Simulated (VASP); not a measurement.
# Pd (Fm-3m) in VASP: further runs

The runs below take Pd through elastic constants, single point, with SVWN5, BLYP, LDA.

Program: VASP 6.6.1. These are calculated values, not measurements. Logs are shortened: lines on timing, memory, paths and dates and some standing lists are left out, and cuts for length are marked.

## (1) The cell of the first run

Symmetry: Fm-3m, No. 225, cubic system. The conventional cell has a = 3.893 Å, b = 3.893 Å, c = 3.893 Å, α = 90.00°, β = 90.00°, γ = 90.00°. Pd (site symmetry m-3m) has 12 Pd at 2.75 Å within 3.6 Å.

## (2) Elastic constants, SVWN5, collinear spin

Input file INCAR:

```
SYSTEM = Pd
PREC = Accurate ; ENCUT = 500
EDIFF = 1E-8 ; ISMEAR = 1
SIGMA = 0.1 ; LREAL = .FALSE.
LASPH = .TRUE. ; NELM = 200
ALGO = Normal ; ISIF = 3
LWAVE = .FALSE. ; LCHARG = .FALSE.
ISPIN = 2 ; MAGMOM = 1.02
LORBIT = 11 ; NUPDOWN = 1.0
LMAXMIX = 4 ; GGA = VW
IBRION = 6 ; NFREE = 2
POTIM = 0.015 ; NSW = 1
GGA_COMPAT = .FALSE.
```

Input file KPOINTS:

```
regular mesh
0
G
  16 16 16
  0 0 0
```

Input file POSCAR:

```
Pd
1.0
    0.0000000000      1.9465000000      1.9465000000
    1.9465000000      0.0000000000      1.9465000000
    1.9465000000      1.9465000000      0.0000000000
Pd
1
Direct
    0.0000000000      0.0000000000      0.0000000000
```

Potentials or basis: VASP PAW PBE potentials, release 64 (Pd).

Launch:

```
$ cat potpaw_PBE.64/Pd/POTCAR > POTCAR
$ mpirun -np 1 vasp_std > vasp.out
```

OUTCAR:

```text
SYSTEM = Pd
   PREC = Accurate
   ENCUT = 500
   EDIFF = 1E-8
   ISMEAR = 1
   LREAL = .FALSE.
   LASPH = .TRUE.
   NELM = 200
   ISIF = 3
   ISPIN = 2
   LORBIT = 11
   NUPDOWN = 1.0
   GGA = VW
   IBRION = 6
   NFREE = 2
   POTIM = 0.015
   NSW = 1

 ion  position               nearest neighbor table
   1  0.000  0.000  0.000-

  LATTYP: Found a face centered cubic cell.
 ALAT       =     3.8930000000

  Lattice vectors:

 A1 = (   0.0000000000,   1.9465000000,   1.9465000000)
 A2 = (   1.9465000000,   0.0000000000,   1.9465000000)
 A3 = (   1.9465000000,   1.9465000000,   0.0000000000)

Analysis of symmetry for initial positions (statically):
=====================================================================
 Subroutine PRICEL returns:
 Original cell was already a primitive cell.

 Routine SETGRP: Setting up the symmetry group for a
 face centered cubic supercell.

 Subroutine GETGRP returns: Found 48 space group operations
 (whereof 48 operations were pure point group operations)
 out of a pool of 48 trial point group operations.

The static configuration has the point symmetry O_h .

Analysis of symmetry for dynamics (positions and initial velocities):
=====================================================================
 Subroutine PRICEL returns:
 Original cell was already a primitive cell.

 Routine SETGRP: Setting up the symmetry group for a
 face centered cubic supercell.

 Subroutine GETGRP returns: Found 48 space group operations
 (whereof 48 operations were pure point group operations)
 out of a pool of 48 trial point group operations.

The dynamic configuration has the point symmetry O_h .

Analysis of structural, dynamic, and magnetic symmetry:
=====================================================================
 Subroutine PRICEL returns:
 Original cell was already a primitive cell.

 Routine SETGRP: Setting up the symmetry group for a
 face centered cubic supercell.

 Subroutine GETGRP returns: Found 48 space group operations
 (whereof 48 operations were pure point group operations)
 out of a pool of 48 trial point group operations.

The overall configuration has the point symmetry O_h .

 Subroutine INISYM returns: Found 48 space group operations
 (whereof 48 operations are pure point group operations),
 and found     1 'primitive' translations

----------------------------------------------------------------------------------------

                                     Primitive cell

  volume of cell :      14.7500

  direct lattice vectors                    reciprocal lattice vectors
     0.000000000  1.946500000  1.946500000    -0.256871307  0.256871307  0.256871307
     1.946500000  0.000000000  1.946500000     0.256871307 -0.256871307  0.256871307
     1.946500000  1.946500000  0.000000000     0.256871307  0.256871307 -0.256871307

  length of vectors
     2.752766699  2.752766699  2.752766699     0.444914156  0.444914156  0.444914156

  position of ions in fractional coordinates (direct lattice)
     0.000000000  0.000000000  0.000000000

  ion indices of the primitive-cell ions
   primitive index   ion index
                 1           1

----------------------------------------------------------------------------------------

 KPOINTS: regular mesh

Automatic generation of k-mesh.
 Grid dimensions read from file:
 generate k-points for:   16   16   16

[... 110 lines left out ...]
  ext. energy  EPLUGINS =         0.00000000
  ---------------------------------------------------
  free energy    TOTEN  =        40.17198179 eV

  energy without entropy =       40.17216224  energy(sigma->0) =       40.17204194

------------------------ aborting loop because EDIFF is reached ----------------------------------------

  FORCE on cell =-STRESS in cart. coord.  units (eV):
  Direction    XX          YY          ZZ          XY          YZ          ZX
  --------------------------------------------------------------------------------------
  -------------------------------------------------------------------------------------
  Total       -0.4168321     -0.4168321     -0.4168321      0.0000000      0.0000000      0.0000000
  in kB      -45.2770885    -45.2770885    -45.2770885      0.0000000      0.0000000      0.0000000
  external PRESSURE =     -45.2770885 kB  Pullay stress =       0.0000000 kB
[... 86 lines left out ...]
  FREE ENERGIE OF THE ION-ELECTRON SYSTEM (eV)
  ---------------------------------------------------
  free  energy   TOTEN  =        40.1689497480 eV

  energy  without entropy=       40.1692517285  energy(sigma->0) =       40.16905041

[... ionic steps 4 to 12 ...]

--------------------------------------- Ionic step       13  -------------------------------------------

 number of electron       9.9999999 magnetization       1.0000000

------------------------ aborting loop because EDIFF is reached ----------------------------------------
[... 65 lines left out ...]
--------------------------------------- Ionic step       15  -------------------------------------------

 number of electron       9.9999999 magnetization       1.0000000

 Free energy of the ion-electron system (eV)
  ---------------------------------------------------
  ext. energy  EPLUGINS =         0.00000000
  ---------------------------------------------------
  free energy    TOTEN  =        40.17198117 eV

  energy without entropy =       40.17216163  energy(sigma->0) =       40.17204132

 E-fermi :   9.1373     XC(G=0): -13.5412

 val. band max:       11.5896536942   @ k =   0.5000   0.1875   0.0625
 cond. band min:       9.1391562801   @ k =   0.4375   0.1250   0.0625
 fundamental gap:     -2.4504974141
 Fermi energy:        11.6081139869

 spin component 1

 k-point     1 :       0.0000    0.0000    0.0000
  band No.  band energies     occupation
      1       2.0344      1.00000
      2       6.1319      1.00000
      3       6.1319      1.00000
      4       6.1319      1.00000
      5       7.7668      1.00000
      6       7.7668      1.00000
      7      26.5174      0.00000
      8      31.2181      0.00000
      9      31.2181      0.00000
     10      31.2181      0.00000
[... 287 lines left out ...]
 k-point    24 :      -0.0625    0.0625    0.0000
  band No.  band energies     occupation
      1       2.4069      1.00000
      2       5.9903      1.00000
      3       6.2479      1.00000
      4       6.2871      1.00000
      5       7.6352      1.00000
      6       7.7911      1.00000
      7      26.8732      0.00000
      8      29.4128      0.00000
      9      30.9777      0.00000
     10      31.9550      0.00000

 [... further k-points ...]

 spin component 2

 k-point     1 :       0.0000    0.0000    0.0000
  band No.  band energies     occupation
      1       2.3211      1.00000
      2       6.7295      1.00000
      3       6.7295      1.00000
      4       6.7295      1.00000
      5       8.3367      1.00000
      6       8.3367      1.00000
      7      26.7844      0.00000
      8      31.4912      0.00000
      9      31.4912      0.00000
     10      31.4912      0.00000
[... 327 lines left out ...]
  FREE ENERGIE OF THE ION-ELECTRON SYSTEM (eV)
  ---------------------------------------------------
  free  energy   TOTEN  =        40.1719811714 eV

  energy  without entropy=       40.1721616261  energy(sigma->0) =       40.17204132

 INTERNAL STRAIN TENSORS FROM STRAINED CELLS
 ============================================

 INTERNAL STRAIN TENSOR FOR ION    1 for displacements in x,y,z  (eV/Angst):
          X           Y           Z          XY          YZ          ZX
  --------------------------------------------------------------------------------
  x     0.00000    -0.00000    -0.00000    -0.00000     0.00000    -0.00000
  y     0.00000     0.00000    -0.00000     0.00000     0.00000     0.00000
  z     0.00000     0.00000    -0.00000     0.00000    -0.00000     0.00000

 INTERNAL STRAIN TENSORS FROM DISPLACED ATOMS
 ============================================

 INTERNAL STRAIN TENSOR FOR ION    1 for displacements in x,y,z  (eV/Angst):
          X           Y           Z          XY          YZ          ZX
  --------------------------------------------------------------------------------
  x     0.00000     0.00000     0.00000     0.00000     0.00000     0.00000
  y     0.00000     0.00000     0.00000     0.00000     0.00000     0.00000
  z     0.00000     0.00000     0.00000     0.00000     0.00000     0.00000

 Eigenvectors and eigenvalues of the dynamical matrix
 ----------------------------------------------------

   1 f/i=    0.000000 THz     0.000000 2PiTHz    0.000000 cm-1     0.000000 meV
             X         Y         Z           dx          dy          dz
      0.000000  0.000000  0.000000     0.707107   -0.707107    0.000000

   2 f/i=    0.000000 THz     0.000000 2PiTHz    0.000000 cm-1     0.000000 meV
             X         Y         Z           dx          dy          dz
      0.000000  0.000000  0.000000    -0.707107   -0.707107    0.000000

   3 f/i=    0.000000 THz     0.000000 2PiTHz    0.000000 cm-1     0.000000 meV
             X         Y         Z           dx          dy          dz
      0.000000  0.000000  0.000000     0.000000    0.000000    1.000000

--------------------------------------------------------------------------------------------------------

 ELASTIC MODULI CONTR FROM IONIC RELAXATION (kBar)
 Direction    XX          YY          ZZ          XY          YZ          ZX
 --------------------------------------------------------------------------------
 XX           0.0000      0.0000      0.0000      0.0000      0.0000      0.0000
 YY           0.0000      0.0000      0.0000      0.0000      0.0000      0.0000
 ZZ           0.0000      0.0000      0.0000      0.0000      0.0000      0.0000
 XY           0.0000      0.0000      0.0000      0.0000      0.0000      0.0000
 YZ           0.0000      0.0000      0.0000      0.0000      0.0000      0.0000
 ZX           0.0000      0.0000      0.0000      0.0000      0.0000      0.0000
 --------------------------------------------------------------------------------

 TOTAL ELASTIC MODULI (kBar)
 Direction    XX          YY          ZZ          XY          YZ          ZX
 --------------------------------------------------------------------------------
 XX        2695.1003   1628.7962   1628.7962      0.0000     -0.0000     -0.0000
 YY        1628.7962   2695.1003   1628.7962     -0.0000      0.0000      0.0000
 ZZ        1628.7962   1628.7962   2695.1003     -0.0000      0.0000     -0.0000
 XY           0.0000     -0.0000     -0.0000    990.4985      0.0000      0.0000
 YZ          -0.0000      0.0000      0.0000      0.0000    990.4985      0.0000
 ZX          -0.0000      0.0000     -0.0000      0.0000      0.0000    990.4985
 --------------------------------------------------------------------------------

 total charge

# of ion       s       p       d       tot
------------------------------------------
    1        0.494   0.532   8.364   9.391

 magnetization (x)

# of ion       s       p       d       tot
------------------------------------------
    1        0.035   0.066   0.861   0.962
```

It took 30 min on 1 thread of Intel Xeon Platinum 8259CL at 2.50GHz (Skylake/Cascade Lake), shared host; peak memory 0.6 GiB.

Results:

```yaml
Net_moment: 1.00 μB per cell
Site_moments: Pd +0.96 μB
Valence_electrons_inside_the_program's_atomic_spheres: Pd 9.39
Elastic_constants_C11_C12_C44: 270, 163, 99 GPa
Voigt_bulk_modulus: 198 GPa
```

Elastic tensor in Voigt notation (GPa, in the Cartesian axes of the cell as first typed):
```
270 163 163   0   0   0
163 270 163   0   0   0
163 163 270   0   0   0
  0   0   0  99   0   0
  0   0   0   0  99   0
  0   0   0   0   0  99
```

Clamped-ion elastic tensor (GPa):
```
270 163 163   0   0   0
163 270 163   0   0   0
163 163 270   0   0   0
  0   0   0  99   0   0
  0   0   0   0  99   0
  0   0   0   0   0  99
```

Caveat: the cell is under stress, which shifts elastic constants; the PAW data sets were made with another functional, which shifts forces and pressure a little; the total moment is fixed, so each spin has its own Fermi level and the state may be an excited one.

## (3) Single point, BLYP

POSCAR is that of step 2.

Input file INCAR.step1:

```
SYSTEM = Pd
PREC = Accurate ; ENCUT = 470
EDIFF = 1E-6 ; ISMEAR = -1
SIGMA = 0.05 ; LREAL = .FALSE.
LASPH = .TRUE. ; NELM = 120
ALGO = Normal ; ISIF = 2
LWAVE = .FALSE. ; LCHARG = .TRUE.
LMAXMIX = 4 ; GGA = B5
ALDAX = 1.0 ; AGGAX = 1.0
AGGAC = 1.0 ; ALDAC = 0.0
NBANDS = 15 ; GGA_COMPAT = .FALSE.
NEDOS = 2001 ; LORBIT = 11
```

Input file KPOINTS.step1:

```
Automatic mesh
0
G
  7 7 7
  0 0 0
```

Input file INCAR.step2:

```
SYSTEM = Pd
PREC = Accurate ; ENCUT = 470
EDIFF = 1E-6 ; ISMEAR = -5
SIGMA = 0.05 ; LREAL = .FALSE.
LASPH = .TRUE. ; NELM = 120
ALGO = Normal ; ISIF = 2
LWAVE = .FALSE. ; LCHARG = .FALSE.
LMAXMIX = 4 ; GGA = B5
ALDAX = 1.0 ; AGGAX = 1.0
AGGAC = 1.0 ; ALDAC = 0.0
LORBIT = 10 ; NBANDS = 15
NEDOS = 1001 ; ICHARG = 11
GGA_COMPAT = .FALSE.
```

Input file KPOINTS.step2:

```
Automatic mesh
0
G
  11 11 11
  0 0 0
```

Potentials or basis: VASP PAW PBE potentials, release 64 (Pd_sv_GW).

Launch:

```
$ cat potpaw_PBE.64/Pd_sv_GW/POTCAR > POTCAR
$ cp INCAR.step1 INCAR
$ cp KPOINTS.step1 KPOINTS
$ mpirun -np 1 vasp_std > vasp.out
$ cp INCAR.step2 INCAR
$ cp KPOINTS.step2 KPOINTS
$ mpirun -np 1 vasp_std > vasp.out
```

OUTCAR:

```text
SYSTEM = Pd
   PREC = Accurate
   ENCUT = 470
   EDIFF = 1E-6
   ISMEAR = -5
   LREAL = .FALSE.
   LASPH = .TRUE.
   NELM = 120
   ISIF = 2
   GGA = B5
   LORBIT = 10
   ICHARG = 11

 ion  position               nearest neighbor table
   1  0.000  0.000  0.000-

  LATTYP: Found a face centered cubic cell.
 ALAT       =     3.8930000000

  Lattice vectors:

 A1 = (   0.0000000000,   1.9465000000,   1.9465000000)
 A2 = (   1.9465000000,   0.0000000000,   1.9465000000)
 A3 = (   1.9465000000,   1.9465000000,   0.0000000000)

[... 609 lines left out ...]
     14      31.5395      0.00000
     15      34.0635      0.00000

 [... further k-points ...]
[... 5 lines left out ...]
  --------------------------------------------------------------------------------------
  -------------------------------------------------------------------------------------
  Total        1.0210806      1.0210806      1.0210806      0.0000000      0.0000000      0.0000000
  in kB      110.9117067    110.9117067    110.9117067      0.0000000      0.0000000      0.0000000
  external PRESSURE =     110.9117067 kB  Pullay stress =       0.0000000 kB

 VOLUME and BASIS-vectors are now :
 -----------------------------------------------------------------------------
  energy-cutoff  :      470.00
  volume of cell :       14.75
      direct lattice vectors                 reciprocal lattice vectors
     0.000000000  1.946500000  1.946500000    -0.256871307  0.256871307  0.256871307
     1.946500000  0.000000000  1.946500000     0.256871307 -0.256871307  0.256871307
     1.946500000  1.946500000  0.000000000     0.256871307  0.256871307 -0.256871307

 POSITION                                       TOTAL-FORCE (eV/Angst)
 -----------------------------------------------------------------------------------
      0.00000      0.00000      0.00000         0.000000      0.000000      0.000000
 -----------------------------------------------------------------------------------
    total drift:                               -0.000000      0.000000     -0.000000

  FREE ENERGIE OF THE ION-ELECTRON SYSTEM (eV)
  ---------------------------------------------------
  free  energy   TOTEN  =        -2.9405751814 eV

  energy  without entropy=       -2.9405751814  energy(sigma->0) =       -2.94057518

 total charge

# of ion       s       p       d       f       tot
--------------------------------------------------
    1        2.161   6.100   7.465   0.012  15.737
```

OUTCAR.step1:

```text
SYSTEM = Pd
   PREC = Accurate
   ENCUT = 470
   EDIFF = 1E-6
   ISMEAR = -1
   LREAL = .FALSE.
   LASPH = .TRUE.
   NELM = 120
   ISIF = 2
[... 570 lines left out ...]
 -----------------------------------------------------------------------------------
    total drift:                               -0.000000     -0.000000     -0.000000

  FREE ENERGIE OF THE ION-ELECTRON SYSTEM (eV)
  ---------------------------------------------------
  free  energy   TOTEN  =        -2.9693651127 eV

  energy  without entropy=       -2.9463654334  energy(sigma->0) =       -2.95786527

 total charge

# of ion       s       p       d       f       tot
--------------------------------------------------
    1        2.161   6.096   7.476   0.012  15.746
```

It took 12 s on 1 thread of AMD EPYC 9R45 (Zen 5), shared host; peak memory 0.11 GiB.

Results:

```yaml
Valence_electrons_inside_the_program's_atomic_spheres: Pd 15.74
```

Caveat: the k points lie up to 0.40 Å⁻¹ apart; the PAW data sets were made with another functional, which shifts forces and pressure a little.

## (4) Single point, LDA

POSCAR is that of step 3.

Input file INCAR.step1:

```
PREC = Accurate ; ENCUT = 470
EDIFF = 1E-6 ; ISMEAR = -1
SIGMA = 0.05 ; LREAL = False
LASPH = True ; NELM = 120
ALGO = Normal ; ISIF = 2
LWAVE = False ; LCHARG = True
LMAXMIX = 4 ; GGA = CA
NBANDS = 15 ; GGA_COMPAT = False
NEDOS = 2001 ; LORBIT = 11
```

Input file KPOINTS.step1:

```
Automatic mesh
0
Gamma
  7 7 7
```

Input file INCAR.step2:

```
PREC = Accurate ; ENCUT = 470
EDIFF = 1E-6 ; ISMEAR = -5
SIGMA = 0.05 ; LREAL = False
LASPH = True ; NELM = 120
ALGO = Normal ; ISIF = 2
LWAVE = False ; LCHARG = False
LMAXMIX = 4 ; GGA = CA
LORBIT = 10 ; NBANDS = 15
NEDOS = 2001 ; ICHARG = 11
GGA_COMPAT = False
```

Input file KPOINTS.step2:

```
Automatic mesh
0
Gamma
  11 11 11
```

Potentials or basis: VASP PAW LDA potentials, release 64 (Pd_sv_GW).

Launch:

```
$ cat potpaw_LDA.64/Pd_sv_GW/POTCAR > POTCAR
$ cp INCAR.step1 INCAR
$ cp KPOINTS.step1 KPOINTS
$ mpirun -np 1 vasp_std > vasp.out
$ cp INCAR.step2 INCAR
$ cp KPOINTS.step2 KPOINTS
$ mpirun -np 1 vasp_std > vasp.out
```

It took 7.5 s on 1 thread of AMD EPYC 9R45 (Zen 5), shared host; peak memory 0.1 GiB.

Results (log left out):

* Valence electrons inside the program's atomic spheres: Pd 15.67

Levels at points of the mesh, in eV from the Fermi level:
```csv
k point,band 6,band 7,band 8,band 9,band 10,band 11,band 12,band 13
"(0.00, 0.00, 0.00)",-2.85,-2.85,-2.85,-1.20,-1.20,16.95,21.61,21.61
```

Caveat: the k points lie up to 0.40 Å⁻¹ apart.
